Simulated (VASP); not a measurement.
Here is a VASP 6.6.1 calculation.

Contents of POSCAR:

```
ZrH3
1.0
    3.2269076409      0.0000000000      0.0000000000
    0.0000000000      3.2269076409      0.0000000000
    0.0000000000      0.0000000000      3.2269076409
Zr H
1 3
Direct
    0.0000000000      0.0000000000      0.0000000000
    0.0000000000      0.5000000000      0.5000000000
    0.5000000000      0.0000000000      0.5000000000
    0.5000000000      0.5000000000      0.0000000000
```

The input INCAR.step1:

```
SYSTEM = ZrH3
ALGO = Normal ; EDIFF = 1E-4
ENCUT = 520 ; GGA = PE
ISMEAR = 1 ; LASPH = .TRUE.
LCHARG = .FALSE. ; LREAL = .FALSE.
LWAVE = .TRUE. ; NBANDS = 16
NELM = 100 ; PREC = Accurate
SIGMA = 0.1
```

INCAR.step2

```
SYSTEM = ZrH3
ALGO = Normal ; EDIFF = 1E-6
ENCUT = 520 ; ISIF = 2
ISMEAR = 1 ; ISTART = 1
LASPH = .TRUE. ; LCHARG = .FALSE.
LMIXTAU = .TRUE. ; LREAL = .FALSE.
LWAVE = .FALSE. ; METAGGA = R2SCAN
NBANDS = 16 ; NELM = 100
PREC = Accurate ; SIGMA = 0.1
```

The input KPOINTS:

```
k-points
0
G
  7 7 7
  0 0 0
```

Potentials or basis: VASP PAW PBE potentials, release 64 (Zr_sv, H).

Launch:

```bash
$ cat potpaw_PBE.64/Zr_sv/POTCAR potpaw_PBE.64/H/POTCAR > POTCAR
$ cp INCAR.step1 INCAR
$ mpirun -np 1 vasp_std > vasp.out
$ cp INCAR.step2 INCAR
$ mpirun -np 1 vasp_std > vasp.out
```

**Question.** Predict the pressure.

**Answer.** -12.1 GPa.

Caveat: the PAW data sets were made with another functional, which shifts forces and pressure a little.
